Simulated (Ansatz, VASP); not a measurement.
# One calculation of AlP, two programs

Contents of INCAR:

```
  ALGO = Normal
  EDIFF = 1E-6
  ENCUT = 500
  GGA = PE
  GGA_COMPAT = False
  ISIF = 2
  ISMEAR = 0
  LASPH = True
  LCHARG = False
  LREAL = False
  LWAVE = False
  NBANDS = 11
  NELM = 120
  PREC = Accurate
  SIGMA = 0.05
```

The input KPOINTS:

```
k-points
0
Gamma
  8 8 8
```

POSCAR

```
AlP
1.0
    0.0000000000      2.8617750000      2.8617750000
    2.8617750000      0.0000000000      2.8617750000
    2.8617750000      2.8617750000      0.0000000000
Al P
1 1
Direct
    0.0000000000      0.0000000000      0.0000000000
    0.7500000000      0.7500000000      0.7500000000
```

Input for Ansatz:

```yaml
crystal:
  lattice:
    - [0.0, 2.861775, 2.861775]
    - [2.861775, 0.0, 2.861775]
    - [2.861775, 2.861775, 0.0]
  atoms:
    - { symbol: Al, position: [0.0, 0.0, 0.0] }
    - { symbol: P, position: [0.75, 0.75, 0.75] }
basis:
  ecutwfc: 420
kpoints:
  mp_grid: { grid: [8, 8, 8] }
hamiltonian:
  xc: pbe
scf:
  occupations: { method: gaussian, width: 0.05 }
output:
  forces: true
  stress: true
  eigenvalues: true
```

Change from the starting cell: strain +0.050 along x and y, +0.050 along z, atoms carried along.

Alike in both runs: task single point; functional PBE; k mesh 8 × 8 × 8; occupations gaussian, width 0.05 eV; no spin polarisation.

|  | VASP | Ansatz |
| --- | --- | --- |
| version | VASP 6.6.1 | Ansatz 0.2.0 |
| potentials or method | VASP PAW PBE potentials, release 64 (Al, P), cutoff 500 eV | scalar-relativistic, plane waves, PAW |
| valence electrons in the cell | 8 | 8 |

```csv
,VASP,Ansatz,Ansatz less VASP
gap on the k mesh at the Fermi level (eV),1.82,1.83,+0.001
least direct gap on the mesh (eV),2.14,2.14,+0.003
pressure (GPa),-7.5,-7.5,+0.06
```
